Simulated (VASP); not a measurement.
A run of VASP 6.6.1:

Contents of INCAR:

```
PREC     = Accurate       # precision mode
ENCUT    = 520            # plane-wave cutoff, eV
EDIFF    = 1E-7           # SCF threshold, eV
ISMEAR   = -1             # smearing method
SIGMA    = 0.05           # smearing width, eV
LREAL    = False          # projectors in reciprocal space
LASPH    = True           # aspherical terms in the spheres
NELM     = 150            # most SCF steps
ALGO     = Normal         # electronic algorithm
ISIF     = 2              # what is computed and relaxed
LWAVE    = False          # write WAVECAR
LCHARG   = True           # write CHGCAR
ISPIN    = 2              # spin polarisation
MAGMOM   = 1.5 1.5        # initial moments
LORBIT   = 11             # projections on sites
LMAXMIX  = 4              # l up to which the mixer works
GGA      = RE             # functional
LELF     = True           # ELF
LVHAR    = True         
NBANDS   = 23             # bands
```

KPOINTS

```
regular mesh
0
Gamma
  16 16 8
```

Contents of POSCAR:

```
Cr
1.0
    2.4642049477      0.0000000000      0.0000000000
   -1.2321024738      2.1340640848      0.0000000000
    0.0000000000      0.0000000000      4.4186658796
Cr
2
Direct
    0.3333333333      0.6666666667      0.2500000000
    0.6666666667      0.3333333333      0.7500000000
```

Potentials or basis: VASP PAW PBE potentials, release 64 (Cr_pv).

Run with:

```sh
$ cat potpaw_PBE.64/Cr_pv/POTCAR > POTCAR
$ mpirun -np 1 vasp_std > vasp.out
```

Hardware: 1 thread of Intel(R) Xeon(R) 6975P-C (Granite Rapids) (shared host).

Problem. How long does it take, and how much memory?

Solution. It took 63 s on 1 thread of Intel(R) Xeon(R) 6975P-C (Granite Rapids), with other jobs on the host, peak memory 0.22 GiB. Counts: scf iterations 16, k points 150.
